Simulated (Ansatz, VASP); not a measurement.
# One calculation of BN, two programs

```xyz
2
Lattice="1.1363 -3.5726 0.0000 1.1363 3.5726 0.0000 0.0000 0.0000 2.2815" Properties=species:S:1:pos:R:3 pbc="T T T"
B     0.0000    0.0000    0.0000
N     1.1363    0.0000    1.1407
```

Alike in both runs: functional PBE; k mesh 8 × 8 × 6; occupations gaussian, width 0.1 eV; no spin polarisation.

Ansatz relaxed the structure, and its values are those at the end. VASP's run is a single point on that final structure, the one shown.

|  | VASP | Ansatz |
| --- | --- | --- |
| version | VASP 6.6.1 | Ansatz 0.2.0 |
| potentials or method | VASP PAW PBE potentials, release 64 (B, N), cutoff 520 eV | scalar-relativistic, plane waves, PAW |
| valence electrons in the cell | 8 | 8 |

|  | VASP | Ansatz | Ansatz less VASP |
| --- | --- | --- | --- |
| gap on the k mesh at the Fermi level (eV) | none | none | - |
| pressure (GPa) | 0.1 | 0.1 | -0.07 |

A gap of «none» marks a metal or a gap that the smearing closes. With one functional, cell and mesh, what is left measures potentials, basis and numerics.

The k mesh is coarse, so the values compare programs but aren't converged.
